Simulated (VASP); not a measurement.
A run of VASP 6.6.1 is set up as follows.

File INCAR:

```
SYSTEM = BeAl2
  ALGO = Fast
  EDIFF = 1E-6
  EDIFFG = -0.04
  ENCUT = 600
  GGA = PE
  IBRION = 2
  ISIF = 3
  ISMEAR = 0
  LASPH = .TRUE.
  LCHARG = .FALSE.
  LREAL = .FALSE.
  LWAVE = .FALSE.
  NELM = 80
  NSW = 90
  PREC = Accurate
  SIGMA = 0.1
```

KPOINTS

```
k-points
0
G
  6 6 4
  0 0 0
```

File POSCAR:

```
BeAl2
1.0
    5.3696683710      0.0000000000      0.0000000000
   -2.6848341856      4.6502692193      0.0000000000
    0.0000000000      0.0000000000      5.8956790346
Be Al
3 6
Direct
    0.5000000000      0.0000000000      0.0000000000
    0.5000000000      0.5000000000      0.3333333333
    0.0000000000      0.5000000000      0.6666666667
    0.2110000000      0.4220000000      0.5000000000
    0.7890000000      0.2110000000      0.8333333333
    0.5780000000      0.7890000000      0.1666666667
    0.7890000000      0.5780000000      0.5000000000
    0.2110000000      0.7890000000      0.8333333333
    0.4220000000      0.2110000000      0.1666666667
```

Potentials or basis: VASP PAW PBE potentials, release 64 (Be, Al).

Command:

```sh
$ cat potpaw_PBE.64/Be/POTCAR potpaw_PBE.64/Al/POTCAR > POTCAR
$ mpirun -np 1 vasp_std > vasp.out
```

(1) What does it give for the band gap on the k mesh?

(2) Estimate the relaxed cell.

(3) Predict the space group after relaxing (to 0.1 Å).

(4) Predict the relaxed volume.

Results:

(1) zero (bands 12 and 13 overlap by 0.10 eV).

(2) a = 6.977 Å, b = 6.977 Å, c = 7.725 Å, α = 90.00°, β = 90.00°, γ = 120.00°.

(3) P6_222 (No. 180).

(4) 36.18 Å³/atom.

Caveat: the volume moved by over 15 % at a fixed basis, so the end points are rough.
